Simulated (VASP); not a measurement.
# TiAl2 (Cmmm) in VASP: single point with PBEsol

Aim: the single point of TiAl2 with PBEsol.

Everything below comes from runs of VASP 6.6.1. Logs are shortened: lines on timing, memory, paths and dates and some standing lists are left out, and cuts for length are marked.

**1. The cell of the first run**

The structure is orthorhombic, space group Cmmm (No. 65). Conventional cell: a = 3.901 Å, b = 12.053 Å, c = 3.853 Å, α = 90.00°, β = 90.00°, γ = 90.00°. Within 3.6 Å of Ti (site symmetry m2m) lie 10 Al at 2.69 to 2.82 Å and 2 Ti at 2.99 Å. Al (site symmetry mmm) has 4 Ti at 2.71 Å and 8 Al at 2.74 to 2.84 Å within 3.6 Å. Al (site symmetry m2m) has 6 Al at 2.69 to 2.85 Å and 6 Ti at 2.75 to 2.82 Å within 3.6 Å. Al (site symmetry mmm) has 4 Ti at 2.69 Å and 8 Al at 2.74 to 2.85 Å within 3.6 Å.

**2. Single point, PBEsol (strain -0.0300 x Voigt [0, 0, 1, 0, 0, 0])**

Contents of INCAR:

```
  ALGO = Fast
  EDIFF = 1E-7
  ENCUT = 520
  GGA = PS
  ISIF = 2
  ISMEAR = 0
  LASPH = True
  LCHARG = True
  LELF = True
  LREAL = False
  LVHAR = True
  LWAVE = False
  NBANDS = 27
  NELM = 60
  PREC = Accurate
  SIGMA = 0.15
```

Contents of KPOINTS:

```
k-points
0
Gamma
  14 14 12
```

Contents of POSCAR:

```
TiAl2
1.0
    1.9503339404     -6.0262766716      0.0000000000
    1.9503339404      6.0262766716      0.0000000000
    0.0000000000      0.0000000000      3.8532522281
Ti Al
2 4
Direct
    0.6562199824      0.3437800176      0.0000000000
    0.3437800176      0.6562199824      0.0000000000
    0.0000000000      0.0000000000      0.0000000000
    0.8270962382      0.1729037618      0.5000000000
    0.1729037618      0.8270962382      0.5000000000
    0.5000000000      0.5000000000      0.5000000000
```

Potentials or basis: VASP PAW PBE potentials, release 64 (Ti_sv, Al).

Command:

```console
> cat potpaw_PBE.64/Ti_sv/POTCAR potpaw_PBE.64/Al/POTCAR > POTCAR
> mpirun -np 1 vasp_std > vasp.out
```

OUTCAR:

```text
EDIFF = 1E-7
   ENCUT = 520
   GGA = PS
   ISIF = 2
   ISMEAR = 0
   LASPH = True
   LREAL = False
   NELM = 60
   PREC = Accurate

 ion  position               nearest neighbor table
   1  0.656  0.344  0.000-   6 2.69   6 2.69   3 2.71   3 2.71   5 2.75   5 2.75   5 2.75   5 2.75
                             4 2.82   4 2.82
   2  0.344  0.656  0.000-   6 2.69   6 2.69   3 2.71   3 2.71   4 2.75   4 2.75   4 2.75   4 2.75
                             5 2.82   5 2.82
   3  0.000  0.000  0.000-   1 2.71   2 2.71   1 2.71   2 2.71   6 2.74   6 2.74   6 2.74   6 2.74
                             4 2.84   4 2.84   5 2.84   5 2.84
   4  0.827  0.173  0.500-   5 2.69   5 2.69   2 2.75   2 2.75   2 2.75   2 2.75   1 2.82   1 2.82
                             3 2.84   3 2.84   6 2.85   6 2.85
   5  0.173  0.827  0.500-   4 2.69   4 2.69   1 2.75   1 2.75   1 2.75   1 2.75   2 2.82   2 2.82
                             3 2.84   3 2.84   6 2.85   6 2.85
   6  0.500  0.500  0.500-   1 2.69   2 2.69   1 2.69   2 2.69   3 2.74   3 2.74   3 2.74   3 2.74
                             5 2.85   4 2.85   5 2.85   4 2.85

  LATTYP: Found a base centered orthorhombic cell.
 ALAT       =     3.9006678808
 B/A-ratio  =     3.0898691484
 C/A-ratio  =     0.9878442220

  Lattice vectors:

 A1 = (   1.9503339404,  -6.0262766716,   0.0000000000)
 A2 = (   1.9503339404,   6.0262766716,   0.0000000000)
 A3 = (   0.0000000000,   0.0000000000,   3.8532522281)

Analysis of symmetry for initial positions (statically):
=====================================================================
 Subroutine PRICEL returns:
 Original cell was already a primitive cell.

 Routine SETGRP: Setting up the symmetry group for a
 base centered orthorhombic supercell.

 Subroutine GETGRP returns: Found  8 space group operations
 (whereof  8 operations were pure point group operations)
 out of a pool of  8 trial point group operations.

The static configuration has the point symmetry D_2h.

Analysis of symmetry for dynamics (positions and initial velocities):
=====================================================================
 Subroutine PRICEL returns:
 Original cell was already a primitive cell.

 Routine SETGRP: Setting up the symmetry group for a
 base centered orthorhombic supercell.

 Subroutine GETGRP returns: Found  8 space group operations
 (whereof  8 operations were pure point group operations)
 out of a pool of  8 trial point group operations.

The dynamic configuration has the point symmetry D_2h.

 Subroutine INISYM returns: Found  8 space group operations
 (whereof  8 operations are pure point group operations),
 and found     1 'primitive' translations

----------------------------------------------------------------------------------------

                                     Primitive cell

  volume of cell :      90.5765

  direct lattice vectors                    reciprocal lattice vectors
     1.950333940 -6.026276672  0.000000000     0.256366353 -0.082969971  0.000000000
     1.950333940  6.026276672  0.000000000     0.256366353  0.082969971  0.000000000
     0.000000000  0.000000000  3.853252228     0.000000000  0.000000000  0.259521033

  length of vectors
     6.334020287  6.334020287  3.853252228     0.269458203  0.269458203  0.259521033

  position of ions in fractional coordinates (direct lattice)
     0.656219982  0.343780018  0.000000000
     0.343780018  0.656219982  0.000000000
     0.000000000  0.000000000  0.000000000
     0.827096238  0.172903762  0.500000000
     0.172903762  0.827096238  0.500000000
     0.500000000  0.500000000  0.500000000

  ion indices of the primitive-cell ions
   primitive index   ion index
                 1           1
                 2           2
                 3           3
                 4           4
                 5           5
                 6           6

----------------------------------------------------------------------------------------

 KPOINTS: k-points

Automatic generation of k-mesh.
 Grid dimensions read from file:
 generate k-points for:   14   14   12

 Generating k-lattice:

  Cartesian coordinates                     Fractional coordinates (reciprocal lattice)
     0.018311882 -0.005926426  0.000000000     0.071428571 -0.000000000  0.000000000
     0.018311882  0.005926426  0.000000000    -0.000000000  0.071428571  0.000000000
     0.000000000  0.000000000  0.021626753     0.000000000  0.000000000  0.083333333

  Length of vectors
     0.019247015  0.019247015  0.021626753

  Shift w.r.t. Gamma in fractional coordinates (k-lattice)
     0.000000000  0.000000000  0.000000000

 Subroutine IBZKPT returns following result:
 ===========================================

 Found    399 irreducible k-points:

 Following reciprocal coordinates:
            Coordinates               Weight
  0.000000  0.000000  0.000000      1.000000
  0.071429  0.000000  0.000000      4.000000
  0.142857  0.000000  0.000000      4.000000
  0.214286  0.000000  0.000000      4.000000
  0.285714  0.000000  0.000000      4.000000
  0.357143  0.000000  0.000000      4.000000
[... 16 lines left out ...]
  0.214286  0.142857  0.000000      4.000000
  0.285714  0.142857  0.000000      4.000000
 [... further k-points ...]
   k-points           NKPTS =    399   k-points in BZ     NKDIM =    399   number of bands    NBANDS=     27
   number of dos      NEDOS =    301   number of ions     NIONS =      6
   total plane-waves  NPLWV =  69120
   dimension x,y,z NGX =    48 NGY =   48 NGZ =   30
   dimension x,y,z NGXF=    96 NGYF=   96 NGZF=   60
   ions per type =               2   4
   NGX,Y,Z   is equivalent  to a cutoff of  12.60, 12.60, 12.94 a.u.
   NGXF,Y,Z  is equivalent  to a cutoff of  25.20, 25.20, 25.89 a.u.
 SYSTEM =  unknown system
   PREC   = accura    normal or accurate (medium, high low for compatibility)
   ISTART =      0    job   : 0-new  1-cont  2-samecut
   ICHARG =      2    charge: 1-file 2-atom 10-const
   ISPIN  =      1    spin polarized calculation?
   LNONCOLLINEAR =      F non collinear calculations
   LSORBIT =      F    spin-orbit coupling
   LASPH  =      T    aspherical Exc in radial PAW
   ENCUT  =  520.0 eV  38.22 Ry    6.18 a.u.  11.78 11.78  7.16*2*pi/ulx,y,z
   NELM   =     60;   NELMIN=  2; NELMDL= -5     # of ELM steps
   EDIFF  = 0.1E-06   stopping-criterion for ELM
   LREAL  =      F    real-space projection
   EDIFFG = 0.1E-05   stopping-criterion for IOM
   NSW    =      0    number of steps for IOM
   IBRION =     -1    ionic relax: 0-MD 1-quasi-New 2-CG
   NFREE  =      0    steps in history (QN), initial steepest desc. (CG)
   ISIF   =      2    stress and relaxation
   ISYM   =      2    0-nonsym 1-usesym 2-fastsym
   POTIM  = 0.5000    time-step for ionic-motion
   TEBEG  =    0.0;   TEEND  =   0.0 temperature during run
   PSTRESS=    0.0 pullay stress
   NELECT =      36.0000    total number of electrons
   NUPDOWN=      -1.0000    fix difference up-down
   EMIN   =  10.00;   EMAX   =-10.00  energy-range for DOS
   EFERMI =   0.00;   METHOD = LEGACY
   ISMEAR =     0;   SIGMA  =   0.15  broadening in eV -4-tet -1-fermi 0-gaus
   EFERMI_NEDOS =   21; number of points for ismear=-14 and -15
   IALGO  =     68    algorithm
   IMIX   =      4    mixing-type and parameters
     AMIX     =   0.40;   BMIX     =  1.00
     AMIX_MAG =   1.60;   BMIX_MAG =  1.00
  volume/ion in A,a.u.               =      15.10       101.87
  Fermi-wavevector in a.u.,A,eV,Ry     =   1.203660  2.274588 19.712086  1.448797
  Thomas-Fermi vector in A             =   2.339407
   LORBIT       =      0    0 simple, 1 ext, 2 COOP (PROOUT), +10 PAW based schemes
   GGA     = PS    functional components
   LHFCALC =     F    Hartree Fock is set to
   AEXX    =    0.0000 exact exchange contribution
   IVDW    =     0    specifies the selected vdW correction
   LEPSILON=     F    determine dielectric tensor
   LRPA    =     F    only Hartree local field effects (RPA)
 non-spin polarized calculation
 RMM-DIIS sequential band-by-band and
 Gauss-broadening in eV      SIGMA  =   0.15
  energy-cutoff  :      520.00
  volume of cell :       90.58
 maximum number of plane-waves:      2460
   NGX = 23   NGY = 23   NGZ = 15

 number of electron      36.0000005 magnetization

 Free energy of the ion-electron system (eV)
  ---------------------------------------------------
  ext. energy  EPLUGINS =         0.00000000
  ---------------------------------------------------
  free energy    TOTEN  =       -35.60402216 eV

  energy without entropy =      -35.57459139  energy(sigma->0) =      -35.58930677

 E-fermi :   8.9824     XC(G=0): -11.1622

 val. band max:        8.9808523728   @ k =   0.0714   0.0000   0.5000
 cond. band min:       8.9890949697   @ k =  -0.2143   0.2143   0.3333
 fundamental gap:      0.0082425968
 Fermi energy:         8.9824165788

 k-point     1 :       0.0000    0.0000    0.0000
  band No.  band energies     occupation
      1     -47.3713      2.00000
      2     -47.3397      2.00000
      3     -23.8284      2.00000
      4     -23.8109      2.00000
      5     -23.7933      2.00000
      6     -23.7929      2.00000
[... 19 lines left out ...]
     26      12.7912      0.00000
     27      13.2641      0.00000

 k-point     2 :       0.0714    0.0000    0.0000
  band No.  band energies     occupation
      1     -47.3709      2.00000
      2     -47.3401      2.00000
      3     -23.8278      2.00000
      4     -23.8113      2.00000
      5     -23.7948      2.00000
      6     -23.7937      2.00000
[... 19 lines left out ...]
     26      12.9483      0.00000
     27      13.3001      0.00000

 k-point     3 :       0.1429    0.0000    0.0000
  band No.  band energies     occupation
      1     -47.3695      2.00000
      2     -47.3411      2.00000
      3     -23.8263      2.00000
      4     -23.8126      2.00000
      5     -23.8000      2.00000
      6     -23.7948      2.00000
[... 19 lines left out ...]
     26      13.3758      0.00000
     27      13.6440      0.00000

 k-point     4 :       0.2143    0.0000    0.0000
  band No.  band energies     occupation
      1     -47.3675      2.00000
      2     -47.3428      2.00000
      3     -23.8239      2.00000
      4     -23.8152      2.00000
      5     -23.8070      2.00000
      6     -23.7965      2.00000
[... 19 lines left out ...]
     26      13.3436      0.00000
     27      13.8579      0.00000

 k-point     5 :       0.2857    0.0000    0.0000
  band No.  band energies     occupation
      1     -47.3647      2.00000
      2     -47.3451      2.00000
      3     -23.8208      2.00000
      4     -23.8193      2.00000
      5     -23.8139      2.00000
      6     -23.7989      2.00000
[... 19 lines left out ...]
     26      13.0477      0.00000
     27      14.1808      0.00000

 k-point     6 :       0.3571    0.0000    0.0000
  band No.  band energies     occupation
      1     -47.3616      2.00000
      2     -47.3478      2.00000
      3     -23.8242      2.00000
      4     -23.8193      2.00000
      5     -23.8171      2.00000
      6     -23.8019      2.00000
[... 444 lines left out ...]
      1     -47.3713      2.00000
      2     -47.3398      2.00000
      3     -23.8283      2.00000
      4     -23.8101      2.00000
      5     -23.7934      2.00000
      6     -23.7930      2.00000
[... 19 lines left out ...]
     26      12.8079      0.00000
     27      13.1810      0.00000

 k-point    22 :       0.1429    0.1429    0.0000
  band No.  band energies     occupation
      1     -47.3649      2.00000
      2     -47.3449      2.00000
      3     -23.8210      2.00000
      4     -23.8206      2.00000
      5     -23.8139      2.00000
      6     -23.7987      2.00000
[... 19 lines left out ...]
     26      13.4882      0.00000
     27      13.6212      0.00000

 k-point    23 :       0.2143    0.1429    0.0000
  band No.  band energies     occupation
      1     -47.3618      2.00000
      2     -47.3476      2.00000
      3     -23.8251      2.00000
      4     -23.8195      2.00000
      5     -23.8175      2.00000
      6     -23.8016      2.00000
[... 19 lines left out ...]
     26      12.9606      0.00000
     27      13.3014      0.00000

 k-point    24 :       0.2857    0.1429    0.0000
  band No.  band energies     occupation
      1     -47.3584      2.00000
      2     -47.3508      2.00000
      3     -23.8287      2.00000
      4     -23.8227      2.00000
      5     -23.8137      2.00000
      6     -23.8050      2.00000
[... 19 lines left out ...]
     26      12.6072      0.00000
     27      13.0324      0.00000

 [... further k-points ...]

------------------------ aborting loop because EDIFF is reached ----------------------------------------

  FORCE on cell =-STRESS in cart. coord.  units (eV):
  Direction    XX          YY          ZZ          XY          YZ          ZX
  --------------------------------------------------------------------------------------
  -------------------------------------------------------------------------------------
  Total        1.4933456      1.3233134      3.6303926      0.0000000      0.0000000      0.0000000
  in kB       26.4152923     23.4076493     64.2168055      0.0000000      0.0000000      0.0000000
  external PRESSURE =      38.0132491 kB  Pullay stress =       0.0000000 kB

 VOLUME and BASIS-vectors are now :
 -----------------------------------------------------------------------------
  energy-cutoff  :      520.00
  volume of cell :       90.58
      direct lattice vectors                 reciprocal lattice vectors
     1.950333940 -6.026276672  0.000000000     0.256366353 -0.082969971  0.000000000
     1.950333940  6.026276672  0.000000000     0.256366353  0.082969971  0.000000000
     0.000000000  0.000000000  3.853252228     0.000000000  0.000000000  0.259521033

 POSITION                                       TOTAL-FORCE (eV/Angst)
 -----------------------------------------------------------------------------------
      1.95033     -1.88285      0.00000         0.000000      0.042877      0.000000
      1.95033      1.88285      0.00000         0.000000     -0.042877      0.000000
      0.00000      0.00000      0.00000         0.000000     -0.000000      0.000000
      1.95033     -3.94234      1.92663         0.000000     -0.021313      0.000000
      1.95033      3.94234      1.92663         0.000000      0.021313      0.000000
      1.95033      0.00000      1.92663        -0.000000     -0.000000      0.000000
 -----------------------------------------------------------------------------------
    total drift:                                0.000000     -0.000000      0.000000

  FREE ENERGIE OF THE ION-ELECTRON SYSTEM (eV)
  ---------------------------------------------------
  free  energy   TOTEN  =       -35.6040221552 eV

  energy  without entropy=      -35.5745913931  energy(sigma->0) =      -35.58930677
```

Wall time 44 min (1 thread of AMD EPYC 9R45 (Zen 5), shared host); peak memory 0.83 GiB.

Results:

| Property | Result |
| --- | --- |
| Free energy | -35.6040 eV |
| Pressure | 3.8 GPa |
| Largest force | 0.043 eV/Å |
| Band gap on the k mesh | zero (bands 18 and 19 overlap by 1.72 eV) |

Forces on the atoms (eV/Å):
```
Ti   0.000  0.043  0.000
Ti   0.000 -0.043  0.000
Al   0.000  0.000  0.000
Al   0.000 -0.021  0.000
Al   0.000  0.021  0.000
Al   0.000  0.000  0.000
```

Stress tensor (GPa, compression positive):
```
2.64 0.00 0.00
0.00 2.34 0.00
0.00 0.00 6.42
```

Caveat: the cell differs from its parent crystal (strain -0.0300 x Voigt [0, 0, 1, 0, 0, 0]); the cell stands under pressure; the PAW data sets were made with another functional, which shifts forces and pressure a little.
